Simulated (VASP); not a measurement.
# TiTe2 (P-3m1) in VASP: settings compared, part 2 of 2

VASP 6.6.1.

### 3 Relaxation of cell and atoms, PBEsol+D4

Contents of INCAR:

```
ALGO     = Normal         # electronic algorithm
EDIFF    = 1E-6           # SCF threshold, eV
EDIFFG   = -0.01          # ionic threshold
ENCUT    = 600            # plane-wave cutoff, eV
GGA      = PS             # functional
IBRION   = 2              # ionic algorithm
ISIF     = 3              # what is computed and relaxed
ISMEAR   = -1             # smearing method
IVDW     = 13             # dispersion correction
LASPH    = T              # aspherical terms in the spheres
LCHARG   = F              # write CHGCAR
LREAL    = F              # projectors in reciprocal space
LWAVE    = F              # write WAVECAR
NELM     = 60             # most SCF steps
NSW      = 60             # ionic steps
PREC     = Accurate       # precision mode
SIGMA    = 0.05           # smearing width, eV
```

Contents of KPOINTS:

```
k-points
0
Gamma
  8 8 4
```

Contents of POSCAR:

```
TiTe2
1.0
    3.7770000000      0.0000000000      0.0000000000
   -1.8885000000      3.2709779501      0.0000000000
    0.0000000000      0.0000000000      6.4980000000
Te Ti
2 1
Direct
    0.3333333333      0.6666666667      0.7372000000
    0.6666666667      0.3333333333      0.2628000000
    0.0000000000      0.0000000000      0.0000000000
```

Potentials or basis: VASP PAW PBE potentials, release 64 (Te, Ti_sv).

On the command line:

```console
$ cat potpaw_PBE.64/Te/POTCAR potpaw_PBE.64/Ti_sv/POTCAR > POTCAR
$ mpirun -np 1 vasp_std > vasp.out
```

OUTCAR:

```text
EDIFF = 1E-6
   EDIFFG = -0.01
   ENCUT = 600
   GGA = PS
   IBRION = 2
   ISIF = 3
   ISMEAR = -1
   IVDW = 13
   LASPH = T
   LREAL = F
   NELM = 60
   NSW = 60
   PREC = Accurate

 ion  position               nearest neighbor table
   1  0.333  0.667  0.737-   3 2.77   3 2.77   3 2.77
   2  0.667  0.333  0.263-   3 2.77   3 2.77   3 2.77
   3  0.000  0.000  0.000-   1 2.77   2 2.77   2 2.77   1 2.77   2 2.77   1 2.77

  LATTYP: Found a hexagonal cell.
 ALAT       =     3.7770000000
 C/A-ratio  =     1.7204130262

  Lattice vectors:

 A1 = (   3.7770000000,   0.0000000000,   0.0000000000)
 A2 = (  -1.8885000000,   3.2709779501,   0.0000000000)
 A3 = (   0.0000000000,   0.0000000000,   6.4980000000)

Analysis of symmetry for initial positions (statically):
=====================================================================
 Subroutine PRICEL returns:
 Original cell was already a primitive cell.

 Routine SETGRP: Setting up the symmetry group for a
 hexagonal supercell.

 Subroutine GETGRP returns: Found 12 space group operations
 (whereof 12 operations were pure point group operations)
 out of a pool of 24 trial point group operations.

The static configuration has the point symmetry D_3d.

Analysis of symmetry for dynamics (positions and initial velocities):
=====================================================================
 Subroutine PRICEL returns:
 Original cell was already a primitive cell.

 Routine SETGRP: Setting up the symmetry group for a
 hexagonal supercell.

 Subroutine GETGRP returns: Found 12 space group operations
 (whereof 12 operations were pure point group operations)
 out of a pool of 24 trial point group operations.

The dynamic configuration has the point symmetry D_3d.

 Subroutine INISYM returns: Found 12 space group operations
 (whereof 12 operations are pure point group operations),
 and found     1 'primitive' translations

----------------------------------------------------------------------------------------

[... 112 lines left out ...]
   IMIX   =      4    mixing-type and parameters
     AMIX     =   0.40;   BMIX     =  1.00
     AMIX_MAG =   1.60;   BMIX_MAG =  1.00
  volume/ion in A,a.u.               =      26.76       180.58
  Fermi-wavevector in a.u.,A,eV,Ry     =   1.094655  2.068597 16.303438  1.198269
  Thomas-Fermi vector in A             =   2.230964
   LORBIT       =      0    0 simple, 1 ext, 2 COOP (PROOUT), +10 PAW based schemes
   GGA     = PS    functional components
   LHFCALC =     F    Hartree Fock is set to
   AEXX    =    0.0000 exact exchange contribution
   IVDW    =    13    specifies the selected vdW correction
   LEPSILON=     F    determine dielectric tensor
   LRPA    =     F    only Hartree local field effects (RPA)
 conjugate gradient relaxation of ions
 non-spin polarized calculation
  energy-cutoff  :      600.00
  volume of cell :       80.28
 maximum number of plane-waves:      2714
   NGX = 15   NGY = 15   NGZ = 25

--------------------------------------- Ionic step        1  -------------------------------------------

 number of electron      24.0000002 magnetization

 Free energy of the ion-electron system (eV)
  ---------------------------------------------------
  ext. energy  EPLUGINS =         0.00000000
  ---------------------------------------------------
  free energy    TOTEN  =       -17.52321304 eV

  energy without entropy =      -17.51147659  energy(sigma->0) =      -17.51734481

------------------------ aborting loop because EDIFF is reached ----------------------------------------

  DFT-D4 for vdW energy calculation

  Edisp (eV):   -0.71504
[... 108 lines left out ...]
  FREE ENERGIE OF THE ION-ELECTRON SYSTEM (eV)
  ---------------------------------------------------
  free  energy   TOTEN  =       -18.2875406678 eV

  energy  without entropy=      -18.2759966352  energy(sigma->0) =      -18.28176865

[... ionic steps 4 to 7 ...]

--------------------------------------- Ionic step        8  -------------------------------------------

 number of electron      23.9999998 magnetization

------------------------ aborting loop because EDIFF is reached ----------------------------------------
[... 77 lines left out ...]
--------------------------------------- Ionic step       10  -------------------------------------------

 number of electron      23.9999997 magnetization

 Free energy of the ion-electron system (eV)
  ---------------------------------------------------
  ext. energy  EPLUGINS =         0.00000000
  ---------------------------------------------------
  free energy    TOTEN  =       -17.53768166 eV

  energy without entropy =      -17.52649697  energy(sigma->0) =      -17.53208931

 E-fermi :   7.7920     XC(G=0): -10.4443

 val. band max:        7.7556269068   @ k =   0.5000   0.0000   0.0000
 cond. band min:       7.8143916662   @ k =   0.3750   0.0000   0.0000
 fundamental gap:      0.0587647595
 Fermi energy:         7.7920314018

 k-point     1 :       0.0000    0.0000    0.0000
  band No.  band energies     occupation
      1     -49.2593      2.00000
      2     -25.6271      2.00000
      3     -25.6271      2.00000
      4     -25.6084      2.00000
      5      -5.1402      2.00000
      6      -3.2906      2.00000
[... 433 lines left out ...]
      3     -25.6525      2.00000
      4     -25.5939      2.00000
      5      -3.1845      2.00000
      6      -2.6849      2.00000
[... 8 lines left out ...]
     15       9.3427      0.00000
     16      10.0212      0.00000

 [... further k-points ...]

------------------------ aborting loop because EDIFF is reached ----------------------------------------

  DFT-D4 for vdW energy calculation

  Edisp (eV):   -0.77723
[... 26 lines left out ...]
  FREE ENERGIE OF THE ION-ELECTRON SYSTEM (eV)
  ---------------------------------------------------
  free  energy   TOTEN  =       -18.3149129070 eV

  energy  without entropy=      -18.3037282200  energy(sigma->0) =      -18.30932056

 reached required accuracy - stopping structural energy minimisation
```

Run time: 7.5 min. Hardware: 1 thread of Intel Xeon Platinum 8259CL at 2.50GHz (Skylake/Cascade Lake), shared host; peak memory 0.27 GiB.

Results:

```yaml
Free_energy: -18.3149 eV
Relaxed_volume: 24.48 Å³/atom
Relaxed_cell: a = 3.672 Å, b = 3.672 Å, c = 6.290 Å, α = 90.00°, β = 90.00°, γ = 120.00°
Space_group_after_relaxing_to_0.1_Å: P-3m1 (No. 164)
Energy_gained_by_relaxing: 25.6 meV/atom
Ionic_steps: 10
Pressure_after_relaxing: 0.0 GPa
Band_gap_on_the_k_mesh: zero (bands 12 and 13 overlap by 0.87 eV)
Dispersion_energy_per_atom: -0.259 eV
```

The path:
```csv
step,energy change (eV),largest force (eV/Å),pressure (GPa),volume (Å³)
1,0.0000,0.1118,-3.59,80.28
2,-0.0262,0.7364,2.76,73.51
3,-0.0493,0.3758,-0.08,76.14
4,-0.0612,0.2743,-0.07,75.44
5,-0.0698,0.0085,0.05,73.74
6,-0.0705,0.0720,0.02,74.13
7,-0.0740,0.0330,-0.13,73.99
8,-0.0763,0.0363,-0.32,73.76
9,-0.0751,0.0799,0.68,72.79
10,-0.0767,0.0000,-0.01,73.45
```

Final structure:
```
Te Ti
1.0
     3.67211    0.00000    0.00000
    -1.83605    3.18014    0.00000
     0.00000    0.00000    6.29008
Te Ti
2 1
Direct
  0.33333 0.66667 0.72670
  0.66667 0.33333 0.27330
  0.00000 0.00000 0.00000
```

Caveat: the PAW data sets were made with another functional, which shifts forces and pressure a little; spin-orbit coupling is left out, which moves the levels of the heavy elements.

### 4 Relaxation of cell and atoms, revPBE

Contents of INCAR:

```
SYSTEM = TiTe2
PREC     = Accurate       ! precision mode
ENCUT    = 600            ! plane-wave cutoff, eV
EDIFF    = 1E-6           ! SCF threshold, eV
ISMEAR   = -1             ! smearing method
SIGMA    = 0.05           ! smearing width, eV
LREAL    = .FALSE.        ! projectors in reciprocal space
LASPH    = .TRUE.         ! aspherical terms in the spheres
NELM     = 100            ! most SCF steps
ALGO     = Normal         ! electronic algorithm
ISIF     = 3              ! what is computed and relaxed
LWAVE    = .FALSE.        ! write WAVECAR
LCHARG   = .FALSE.        ! write CHGCAR
GGA      = RE             ! functional
IBRION   = 2              ! ionic algorithm
NSW      = 60             ! ionic steps
EDIFFG   = -0.01          ! ionic threshold
```

Contents of KPOINTS:

```
Automatic mesh
0
G
  8 8 4
  0 0 0
```

POSCAR is that of step 3.

On the command line:

```console
$ cat potpaw_PBE.64/Te/POTCAR potpaw_PBE.64/Ti_sv/POTCAR > POTCAR
$ mpirun -np 1 vasp_std > vasp.out
```

Wall time 12 min (1 thread of AMD EPYC 9R45 (Zen 5), shared host); peak memory 0.22 GiB.

It converged, with:

```
Free energy                           : -15.3356 eV
Relaxed volume                        : 36.42 Å³/atom
Relaxed cell                          : a = 3.791 Å, b = 3.791 Å, c = 8.778 Å, α = 90.00°, β = 90.00°, γ = 120.00°
Space group after relaxing (to 0.1 Å) : P-3m1 (No. 164)
Energy gained by relaxing             : 32.3 meV/atom
Ionic steps                           : 38
Pressure after relaxing               : 0.0 GPa
Band gap on the k mesh                : zero (bands 12 and 13 overlap by 0.52 eV)
```

The path:
```tsv
step	energy change (eV)	largest force (eV/Å)	pressure (GPa)	volume (Å³)
1	0.0000	0.0785	2.27	80.28
2	-0.0130	0.4126	-1.15	84.76
3	-0.0197	0.2379	0.05	83.06
4	-0.0245	0.2030	0.04	83.52
5	-0.0353	0.1014	0.02	84.92
6	-0.0420	0.0903	0.16	87.76
7	-0.0467	0.0225	-0.11	88.74
8	-0.0535	0.1306	-0.76	91.24
9	-0.0499	0.4289	-1.87	96.18
10	-0.0560	0.1828	-0.95	92.39
11	-0.0593	0.1769	-0.85	92.54
12	-0.0677	0.1602	-0.57	92.97
13	-0.0758	0.1224	0.03	93.75
14	-0.0760	0.1182	0.11	93.84
15	-0.0771	0.0986	0.19	94.05
16	-0.0799	0.0395	0.37	94.69
17	-0.0825	0.0825	0.77	95.98
18	-0.0833	0.0770	0.73	96.26
19	-0.0855	0.0632	0.58	97.12
20	-0.0887	0.0367	0.30	98.84
21	-0.0913	0.0099	-0.15	102.35
22	-0.0913	0.0127	-0.17	102.57
23	-0.0918	0.0085	-0.17	102.96
24	-0.0933	0.0041	-0.13	104.12
25	-0.0951	0.0366	-0.03	106.45
26	-0.0942	0.1305	0.32	111.08
27	-0.0946	0.1085	0.21	111.92
28	-0.0949	0.0827	0.11	112.90
29	-0.0948	0.0354	-0.08	114.86
30	-0.0950	0.0702	0.05	113.49
31	-0.0950	0.0735	0.07	113.35
32	-0.0952	0.0659	0.05	113.18
33	-0.0958	0.0429	-0.01	112.65
34	-0.0964	0.0018	-0.13	111.60
35	-0.0960	0.0854	-0.36	109.51
36	-0.0965	0.0271	-0.20	110.92
37	-0.0969	0.0124	-0.09	110.06
38	-0.0970	0.0013	0.02	109.26
```

Final structure:
```cif
data_structure
_symmetry_space_group_name_H-M 'P 1'
_symmetry_Int_Tables_number 1
_cell_length_a 3.7911
_cell_length_b 3.7911
_cell_length_c 8.7780
_cell_angle_alpha 90.000
_cell_angle_beta 90.000
_cell_angle_gamma 120.000
_cell_volume 109.26
loop_
_atom_site_label
_atom_site_type_symbol
_atom_site_fract_x
_atom_site_fract_y
_atom_site_fract_z
_atom_site_occupancy
Te1 Te 0.33333 0.66667 0.80133 1
Te2 Te 0.66667 0.33333 0.19867 1
Ti1 Ti 0.00000 0.00000 0.00000 1
```

Levels at points of the mesh, in eV from the Fermi level:
| k point | band 10 | band 11 | band 12 | band 13 | band 14 | band 15 |
| --- | --- | --- | --- | --- | --- | --- |
| (0.00, 0.00, 0.00) | -1.12 | 0.43 | 0.43 | 0.49 | 1.07 | 1.07 |
| (0.50, 0.00, 0.00) | -1.77 | -1.72 | -0.67 | -0.05 | 1.16 | 1.48 |
| (0.00, 0.00, 0.50) | -1.46 | 0.43 | 0.43 | 0.63 | 1.07 | 1.07 |
| (0.50, 0.00, 0.50) | -1.72 | -1.67 | -0.66 | -0.08 | 1.16 | 1.48 |

Caveat: the volume moved by over 15 % at a fixed basis, so the end points are rough; the PAW data sets were made with another functional, which shifts forces and pressure a little; spin-orbit coupling is left out, which moves the levels of the heavy elements; this functional lacks dispersion, which binds layers or chains, so the pressure and a relaxed spacing across them are unreliable. Zero-point motion and thermal expansion aren't in these numbers.

### 5 The runs side by side

```csv
level,gap on the mesh (eV),pressure (GPa),relaxed volume (Å³/atom)
PBEsol+D3(BJ),none,0.0,23.54
PBEsol+D4,none,0.0,24.48
revPBE,none,0.0,36.42
```

Alike in all rows: task relaxation of cell and atoms; potentials or basis VASP PAW PBE potentials, release 64 (Te, Ti_sv); no spin polarisation; cell relaxed; k mesh 8 × 8 × 4; cutoff (eV) 600; smearing fermi-dirac 0.05 eV.

Caveats: the PAW data sets were made with another functional, which shifts forces and pressure a little; spin-orbit coupling is left out, which moves the levels of the heavy elements; the volume moved by over 15 % at a fixed basis, so the end points are rough (at least some runs); this functional lacks dispersion, which binds layers or chains, so the pressure and a relaxed spacing across them are unreliable (at least some runs).

Total energies depend on the potentials used, so only differences within one code and one set of settings carry meaning.

The gap in the log of VASP goes by the Fermi energy; the results here count the filled bands.